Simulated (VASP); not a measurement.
# C (Fm-3m) in VASP: a series of runs, part 2 of 2

VASP 6.6.1.

## (4) Single point, PBEsol (volume scaled by 0.52)

INCAR

```
  PREC = Accurate
  ENCUT = 520
  EDIFF = 1E-6
  ISMEAR = -1
  SIGMA = 0.08
  LREAL = False
  LASPH = True
  NELM = 100
  ALGO = Normal
  ISIF = 2
  LWAVE = False
  LCHARG = True
  GGA = PS
  LELF = True
  LVHAR = True
  NBANDS = 8
```

KPOINTS

```
regular mesh
0
Gamma
  24 24 24
```

POSCAR

```
C
1.0
    0.0000000000      1.2212799362      1.2212799362
    1.2212799362      0.0000000000      1.2212799362
    1.2212799362      1.2212799362      0.0000000000
C
1
Direct
    0.0000000000      0.0000000000      0.0000000000
```

Potentials or basis: VASP PAW PBE potentials, release 64 (C).

Launch:

```
> cat potpaw_PBE.64/C/POTCAR > POTCAR
> mpirun -np 1 vasp_std > vasp.out
```

OUTCAR:

```text
PREC = Accurate
   ENCUT = 520
   EDIFF = 1E-6
   ISMEAR = -1
   LREAL = False
   LASPH = True
   NELM = 100
   ISIF = 2
   GGA = PS

 ion  position               nearest neighbor table
   1  0.000  0.000  0.000-

  LATTYP: Found a face centered cubic cell.
 ALAT       =     2.4425598724

  Lattice vectors:

 A1 = (   0.0000000000,   1.2212799362,   1.2212799362)
 A2 = (   1.2212799362,   0.0000000000,   1.2212799362)
[... 441 lines left out ...]
      6      57.8205      0.00000
      7      61.3411      0.00000
      8      62.8917      0.00000

 [... further k-points ...]

------------------------ aborting loop because EDIFF is reached ----------------------------------------

  FORCE on cell =-STRESS in cart. coord.  units (eV):
  Direction    XX          YY          ZZ          XY          YZ          ZX
  --------------------------------------------------------------------------------------
  -------------------------------------------------------------------------------------
  Total        8.0783158      8.0783158      8.0783158     -0.0000000     -0.0000000      0.0000000
  in kB     3552.6771690   3552.6771690   3552.6771690     -0.0000000     -0.0000000      0.0000000
  external PRESSURE =    3552.6771690 kB  Pullay stress =       0.0000000 kB

 VOLUME and BASIS-vectors are now :
 -----------------------------------------------------------------------------
  energy-cutoff  :      520.00
  volume of cell :        3.64
      direct lattice vectors                 reciprocal lattice vectors
     0.000000000  1.221279936  1.221279936    -0.409406546  0.409406546  0.409406546
     1.221279936  0.000000000  1.221279936     0.409406546 -0.409406546  0.409406546
     1.221279936  1.221279936  0.000000000     0.409406546  0.409406546 -0.409406546

 POSITION                                       TOTAL-FORCE (eV/Angst)
 -----------------------------------------------------------------------------------
      0.00000      0.00000      0.00000         0.000000      0.000000     -0.000000
 -----------------------------------------------------------------------------------
    total drift:                                0.000000     -0.000000     -0.000000

  FREE ENERGIE OF THE ION-ELECTRON SYSTEM (eV)
  ---------------------------------------------------
  free  energy   TOTEN  =        -2.9240059542 eV

  energy  without entropy=       -2.9196821344  energy(sigma->0) =       -2.92184404
```

OSZICAR:

```text
N       E                     dE             d eps       ncg     rms          rms(c)
DAV:   1    -0.189460779853E+01   -0.18946E+01   -0.29519E+03  7888   0.527E+02
DAV:   2    -0.293770031713E+01   -0.10431E+01   -0.10082E+01  8776   0.266E+01
DAV:   3    -0.293858301841E+01   -0.88270E-03   -0.88265E-03  7608   0.748E-01
DAV:   4    -0.293858304944E+01   -0.31031E-07   -0.32712E-07  9224   0.397E-03
DAV:   5    -0.293858305086E+01   -0.14131E-08   -0.82312E-12  7648   0.104E-05    0.319E+00
DAV:   6    -0.292844780786E+01    0.10135E-01   -0.34710E-03  7368   0.442E-01    0.193E+00
DAV:   7    -0.292402737574E+01    0.44204E-02   -0.53247E-03  7536   0.561E-01    0.982E-02
DAV:   8    -0.292400623101E+01    0.21145E-04   -0.33171E-05  6744   0.446E-02    0.676E-03
DAV:   9    -0.292400595421E+01    0.27680E-06   -0.91038E-07  7304   0.740E-03
   1 F= -.29240060E+01 E0= -.29218440E+01  d E =-.432382E-02
```

stdout:

```text
POSCAR found type information on POSCAR C
 POSCAR found :  1 types and       1 ions
 scaLAPACK will be used
 -----------------------------------------------------------------------------
|                                                                             |
|                                                                             |
|     You enforced a specific xc type in the INCAR file but a different       |
|     I HOPE YOU KNOW WHAT YOU ARE DOING!                                     |
|                                                                             |
 -----------------------------------------------------------------------------

 LDA part: xc-table for (Slater+PW92), standard interpolation
 POSCAR, INCAR and KPOINTS ok, starting setup
 FFT: planning ... GRIDC
 FFT: planning ... GRID_SOFT
 FFT: planning ... GRID
 WAVECAR not read
 entering main loop
```

It took 10 s on 1 thread of Intel Xeon Platinum 8259CL at 2.50GHz (Skylake/Cascade Lake), shared host; peak memory 0.11 GiB.

What came out:

- Free energy: -2.9240 eV
- Pressure: 355.3 GPa
- Band gap on the k mesh: zero (band 2 reaches 35.34 eV, above the bottom of band 3 at 15.57 eV)

Caveat: the cell differs from its parent crystal (volume scaled by 0.52); the PAW data sets were made with another functional, which shifts forces and pressure a little.

## (5) Single point, PBEsol

This run uses another cell than the first one, of 4.20 Å³/atom, 1.333 times its volume.

INCAR

```
ALGO = Normal
EDIFF = 1E-7
ENCUT = 520
GGA = PS
ISIF = 2
ISMEAR = -1
LASPH = True
LCHARG = True
LELF = True
LREAL = False
LVHAR = True
LWAVE = False
NBANDS = 8
NELM = 60
PREC = Accurate
SIGMA = 0.08
```

KPOINTS

```
k-points
0
Gamma
  24 24 24
```

POSCAR

```
C
1.0
    0.0000000000      1.2809470895      1.2809470895
    1.2809470895      0.0000000000      1.2809470895
    1.2809470895      1.2809470895      0.0000000000
C
1
Direct
    0.0000000000      0.0000000000      0.0000000000
```

Potentials or basis: VASP PAW PBE potentials, release 64 (C).

Launch:

```
> cat potpaw_PBE.64/C/POTCAR > POTCAR
> mpirun -np 1 vasp_std > vasp.out
```

OUTCAR:

```text
EDIFF = 1E-7
   ENCUT = 520
   GGA = PS
   ISIF = 2
   ISMEAR = -1
   LASPH = True
   LREAL = False
   NELM = 60
   PREC = Accurate

 ion  position               nearest neighbor table
   1  0.000  0.000  0.000-

  LATTYP: Found a face centered cubic cell.
 ALAT       =     2.5618941790

  Lattice vectors:

 A1 = (   0.0000000000,   1.2809470895,   1.2809470895)
 A2 = (   1.2809470895,   0.0000000000,   1.2809470895)
 A3 = (   1.2809470895,   1.2809470895,   0.0000000000)

Analysis of symmetry for initial positions (statically):
=====================================================================
 Subroutine PRICEL returns:
 Original cell was already a primitive cell.

 Routine SETGRP: Setting up the symmetry group for a
 face centered cubic supercell.

 Subroutine GETGRP returns: Found 48 space group operations
 (whereof 48 operations were pure point group operations)
 out of a pool of 48 trial point group operations.

The static configuration has the point symmetry O_h .

Analysis of symmetry for dynamics (positions and initial velocities):
=====================================================================
 Subroutine PRICEL returns:
 Original cell was already a primitive cell.

 Routine SETGRP: Setting up the symmetry group for a
 face centered cubic supercell.

 Subroutine GETGRP returns: Found 48 space group operations
 (whereof 48 operations were pure point group operations)
 out of a pool of 48 trial point group operations.

The dynamic configuration has the point symmetry O_h .

 Subroutine INISYM returns: Found 48 space group operations
 (whereof 48 operations are pure point group operations),
 and found     1 'primitive' translations

----------------------------------------------------------------------------------------

                                     Primitive cell

  volume of cell :       4.2036

  direct lattice vectors                    reciprocal lattice vectors
     0.000000000  1.280947089  1.280947089    -0.390336185  0.390336185  0.390336185
     1.280947089  0.000000000  1.280947089     0.390336185 -0.390336185  0.390336185
     1.280947089  1.280947089  0.000000000     0.390336185  0.390336185 -0.390336185

  length of vectors
     1.811532747  1.811532747  1.811532747     0.676082104  0.676082104  0.676082104

  position of ions in fractional coordinates (direct lattice)
     0.000000000  0.000000000  0.000000000

  ion indices of the primitive-cell ions
   primitive index   ion index
                 1           1

----------------------------------------------------------------------------------------

 KPOINTS: k-points

Automatic generation of k-mesh.
 Grid dimensions read from file:
 generate k-points for:   24   24   24

 Generating k-lattice:

  Cartesian coordinates                     Fractional coordinates (reciprocal lattice)
    -0.016264008  0.016264008  0.016264008     0.041666667  0.000000000  0.000000000
     0.016264008 -0.016264008  0.016264008     0.000000000  0.041666667  0.000000000
     0.016264008  0.016264008 -0.016264008     0.000000000  0.000000000  0.041666667

  Length of vectors
     0.028170088  0.028170088  0.028170088

  Shift w.r.t. Gamma in fractional coordinates (k-lattice)
     0.000000000  0.000000000  0.000000000

 Subroutine IBZKPT returns following result:
 ===========================================

 Found    413 irreducible k-points:

 Following reciprocal coordinates:
            Coordinates               Weight
  0.000000  0.000000  0.000000      1.000000
  0.041667  0.000000  0.000000      8.000000
  0.083333  0.000000  0.000000      8.000000
  0.125000  0.000000  0.000000      8.000000
  0.166667  0.000000  0.000000      8.000000
  0.208333  0.000000  0.000000      8.000000
[... 16 lines left out ...]
  0.416667  0.041667  0.000000     24.000000
  0.458333  0.041667  0.000000     24.000000
 [... further k-points ...]
   k-points           NKPTS =    413   k-points in BZ     NKDIM =    413   number of bands    NBANDS=      8
   number of dos      NEDOS =    301   number of ions     NIONS =      1
   total plane-waves  NPLWV =   2744
   dimension x,y,z NGX =    14 NGY =   14 NGZ =   14
   dimension x,y,z NGXF=    28 NGYF=   28 NGZF=   28
   ions per type =               1
   NGX,Y,Z   is equivalent  to a cutoff of  12.85, 12.85, 12.85 a.u.
   NGXF,Y,Z  is equivalent  to a cutoff of  25.70, 25.70, 25.70 a.u.
 SYSTEM =  unknown system
   PREC   = accura    normal or accurate (medium, high low for compatibility)
   ISTART =      0    job   : 0-new  1-cont  2-samecut
   ICHARG =      2    charge: 1-file 2-atom 10-const
   ISPIN  =      1    spin polarized calculation?
   LNONCOLLINEAR =      F non collinear calculations
   LSORBIT =      F    spin-orbit coupling
   LASPH  =      T    aspherical Exc in radial PAW
   ENCUT  =  520.0 eV  38.22 Ry    6.18 a.u.   3.37  3.37  3.37*2*pi/ulx,y,z
   NELM   =     60;   NELMIN=  2; NELMDL= -5     # of ELM steps
   EDIFF  = 0.1E-06   stopping-criterion for ELM
   LREAL  =      F    real-space projection
   EDIFFG = 0.1E-05   stopping-criterion for IOM
   NSW    =      0    number of steps for IOM
   IBRION =     -1    ionic relax: 0-MD 1-quasi-New 2-CG
   NFREE  =      0    steps in history (QN), initial steepest desc. (CG)
   ISIF   =      2    stress and relaxation
   ISYM   =      2    0-nonsym 1-usesym 2-fastsym
   POTIM  = 0.5000    time-step for ionic-motion
   TEBEG  =    0.0;   TEEND  =   0.0 temperature during run
   PSTRESS=    0.0 pullay stress
   NELECT =       4.0000    total number of electrons
   NUPDOWN=      -1.0000    fix difference up-down
   EMIN   =  10.00;   EMAX   =-10.00  energy-range for DOS
   EFERMI =   0.00;   METHOD = LEGACY
   ISMEAR =    -1;   SIGMA  =   0.08  broadening in eV -4-tet -1-fermi 0-gaus
   EFERMI_NEDOS =   21; number of points for ismear=-14 and -15
   IALGO  =     38    algorithm
   IMIX   =      4    mixing-type and parameters
     AMIX     =   0.40;   BMIX     =  1.00
     AMIX_MAG =   1.60;   BMIX_MAG =  1.00
  volume/ion in A,a.u.               =       4.20        28.37
  Fermi-wavevector in a.u.,A,eV,Ry     =   1.610227  3.042887 35.277586  2.592829
  Thomas-Fermi vector in A             =   2.705811
   LORBIT       =      0    0 simple, 1 ext, 2 COOP (PROOUT), +10 PAW based schemes
   GGA     = PS    functional components
   LHFCALC =     F    Hartree Fock is set to
   AEXX    =    0.0000 exact exchange contribution
   IVDW    =     0    specifies the selected vdW correction
   LEPSILON=     F    determine dielectric tensor
   LRPA    =     F    only Hartree local field effects (RPA)
 non-spin polarized calculation
  energy-cutoff  :      520.00
  volume of cell :        4.20
 maximum number of plane-waves:       125
 NGX is ok and might be reduce to    14
   NGX =  7   NGY =  7   NGZ =  7

 number of electron       4.0000000 magnetization

 Free energy of the ion-electron system (eV)
  ---------------------------------------------------
  ext. energy  EPLUGINS =         0.00000000
  ---------------------------------------------------
  free energy    TOTEN  =        -3.90681441 eV

  energy without entropy =       -3.90137286  energy(sigma->0) =       -3.90409364

 E-fermi :  17.3305     XC(G=0): -15.5416

 val. band max:       17.2897721382   @ k =   0.3750   0.1667   0.0833
 cond. band min:      17.3347576187   @ k =  -0.3333   0.4167   0.1667
 fundamental gap:      0.0449854805
 Fermi energy:        17.3305197009

 k-point     1 :       0.0000    0.0000    0.0000
  band No.  band energies     occupation
      1     -10.9312      2.00000
      2      30.3980      0.00000
      3      30.3980      0.00000
      4      30.3980      0.00000
      5      55.4427      0.00000
      6      55.4427      0.00000
      7      55.4427      0.00000
      8      60.8271      0.00000

 k-point     2 :       0.0417    0.0000    0.0000
  band No.  band energies     occupation
      1     -10.8341      2.00000
      2      30.0276      0.00000
      3      30.3219      0.00000
      4      30.3219      0.00000
      5      54.2615      0.00000
      6      55.6315      0.00000
      7      55.6315      0.00000
      8      62.5348      0.00000
[... 221 lines left out ...]
 k-point    23 :       0.4167    0.0417    0.0000
  band No.  band energies     occupation
      1      -1.9428      2.00000
      2       9.3793      2.00000
      3      26.9528      0.00000
      4      27.4758      0.00000
      5      49.9072      0.00000
      6      52.9741      0.00000
      7      53.4137      0.00000
      8      57.2462      0.00000

 k-point    24 :       0.4583    0.0417    0.0000
  band No.  band energies     occupation
      1      -0.1814      2.00000
      2       6.9997      2.00000
      3      26.9417      0.00000
      4      27.1887      0.00000
      5      49.5455      0.00000
      6      52.3169      0.00000
      7      53.9973      0.00000
      8      56.8444      0.00000

 [... further k-points ...]
[... 5 lines left out ...]
  --------------------------------------------------------------------------------------
  -------------------------------------------------------------------------------------
  Total        5.7208043      5.7208043      5.7208043     -0.0000000     -0.0000000      0.0000000
  in kB     2180.4398088   2180.4398088   2180.4398088     -0.0000000     -0.0000000      0.0000000
  external PRESSURE =    2180.4398088 kB  Pullay stress =       0.0000000 kB

 VOLUME and BASIS-vectors are now :
 -----------------------------------------------------------------------------
  energy-cutoff  :      520.00
  volume of cell :        4.20
      direct lattice vectors                 reciprocal lattice vectors
     0.000000000  1.280947089  1.280947089    -0.390336185  0.390336185  0.390336185
     1.280947089  0.000000000  1.280947089     0.390336185 -0.390336185  0.390336185
     1.280947089  1.280947089  0.000000000     0.390336185  0.390336185 -0.390336185

 POSITION                                       TOTAL-FORCE (eV/Angst)
 -----------------------------------------------------------------------------------
      0.00000      0.00000      0.00000         0.000000     -0.000000      0.000000
 -----------------------------------------------------------------------------------
    total drift:                               -0.000000     -0.000000     -0.000000

  FREE ENERGIE OF THE ION-ELECTRON SYSTEM (eV)
  ---------------------------------------------------
  free  energy   TOTEN  =        -3.9068144136 eV

  energy  without entropy=       -3.9013728587  energy(sigma->0) =       -3.90409364
```

OSZICAR:

```text
N       E                     dE             d eps       ncg     rms          rms(c)
DAV:   1    -0.289256587253E+01   -0.28926E+01   -0.27781E+03  7816   0.513E+02
DAV:   2    -0.391184125727E+01   -0.10193E+01   -0.96529E+00  8680   0.252E+01
DAV:   3    -0.391291155958E+01   -0.10703E-02   -0.10700E-02  7552   0.818E-01
DAV:   4    -0.391291161951E+01   -0.59924E-07   -0.60564E-07  9264   0.542E-03
DAV:   5    -0.391291161877E+01    0.73516E-09   -0.15689E-11  7632   0.168E-05    0.245E+00
DAV:   6    -0.390865530150E+01    0.42563E-02   -0.15777E-03  7616   0.290E-01    0.148E+00
DAV:   7    -0.390682735426E+01    0.18279E-02   -0.25018E-03  7728   0.379E-01    0.522E-02
DAV:   8    -0.390681447860E+01    0.12876E-04   -0.23380E-05  6808   0.354E-02    0.512E-03
DAV:   9    -0.390681441365E+01    0.64952E-07   -0.54989E-07  8800   0.569E-03
   1 F= -.39068144E+01 E0= -.39040936E+01  d E =-.544155E-02
```

stdout:

```text
POSCAR found type information on POSCAR C
 POSCAR found :  1 types and       1 ions
 scaLAPACK will be used
 -----------------------------------------------------------------------------
|                                                                             |
|                                                                             |
|     You enforced a specific xc type in the INCAR file but a different       |
|     I HOPE YOU KNOW WHAT YOU ARE DOING!                                     |
|                                                                             |
 -----------------------------------------------------------------------------

 LDA part: xc-table for (Slater+PW92), standard interpolation
 POSCAR, INCAR and KPOINTS ok, starting setup
 FFT: planning ... GRIDC
 FFT: planning ... GRID_SOFT
 FFT: planning ... GRID
 WAVECAR not read
 entering main loop
```

Wall time 10 s (1 thread of Intel Xeon Platinum 8259CL at 2.50GHz (Skylake/Cascade Lake), shared host); peak memory 0.11 GiB.

Results:

```
Free energy            : -3.9068 eV
Pressure               : 218.0 GPa
Band gap on the k mesh : zero (band 2 reaches 30.40 eV, above the bottom of band 3 at 13.34 eV)
```

Levels at points of the mesh, in eV from the Fermi level:
| k point | band 1 | band 2 | band 3 | band 4 | band 5 | band 6 |
| --- | --- | --- | --- | --- | --- | --- |
| (0.00, 0.00, 0.00) | -28.26 | 13.07 | 13.07 | 13.07 | 38.11 | 38.11 |
| (0.50, 0.00, 0.00) | -16.05 | -12.26 | 9.89 | 9.89 | 34.19 | 34.19 |
| (0.50, 0.50, 0.00) | -12.84 | -5.53 | 2.42 | 2.42 | 17.81 | 19.96 |

Caveat: the PAW data sets were made with another functional, which shifts forces and pressure a little.

## (6) Summary

| cell | gap on the mesh (eV) | pressure (GPa) |
| --- | --- | --- |
| a = 1.646 Å, angles 60.0°, 1 atom | none | 567.2 |
| a = 1.727 Å, angles 60.0°, 1 atom | none | 355.3 |
| a = 1.812 Å, angles 60.0°, 1 atom | none | 218.0 |

Alike in all rows: task single point; level PBEsol; potentials or basis VASP PAW PBE potentials, release 64 (C); no spin polarisation; k mesh 24 × 24 × 24; cutoff (eV) 520; smearing fermi-dirac 0.08 eV.

Caveats: the PAW data sets were made with another functional, which shifts forces and pressure a little.

Total energies depend on the potentials used, so only differences within one code and one set of settings carry meaning.
